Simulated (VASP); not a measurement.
A run of VASP 6.6.1 is set up as follows.

Contents of INCAR:

```
ALGO = Normal
EDIFF = 1E-6
ENCUT = 520
GGA = CA
ISIF = 2
ISMEAR = 0
LASPH = T
LCHARG = F
LREAL = F
LWAVE = F
NBANDS = 27
NELM = 80
PREC = Accurate
SIGMA = 0.02
```

Contents of KPOINTS:

```
k-points
0
Gamma
  6 6 6
```

File POSCAR:

```
BaHfO3
1.0
    4.1773413763      0.0000000000      0.0000000000
    0.0000000000      4.1773413763      0.0000000000
    0.0000000000      0.0000000000      4.1773413763
Ba Hf O
1 1 3
Direct
    0.5000000000      0.5000000000      0.5000000000
    0.0000000000      0.0000000000      0.0000000000
    0.0000000000      0.5000000000      0.0000000000
    0.5000000000      0.0000000000      0.0000000000
    0.0000000000      0.0000000000      0.5000000000
```

Potentials or basis: VASP PAW LDA potentials, release 64 (Ba_sv, Hf_pv, O).

Command:

```bash
$ cat potpaw_LDA.64/Ba_sv/POTCAR potpaw_LDA.64/Hf_pv/POTCAR potpaw_LDA.64/O/POTCAR > POTCAR
$ mpirun -np 1 vasp_std > vasp.out
```

(1) Predict the band gap on the k mesh.

(2) What does it give for the pressure?

Answers

(1) 3.40 eV (least direct gap 3.62 eV).

(2) -6.8 GPa.

Caveat: the cell differs from its parent crystal (strained cell); the cell stands under tension; spin-orbit coupling is left out, which moves the levels of the heavy elements.
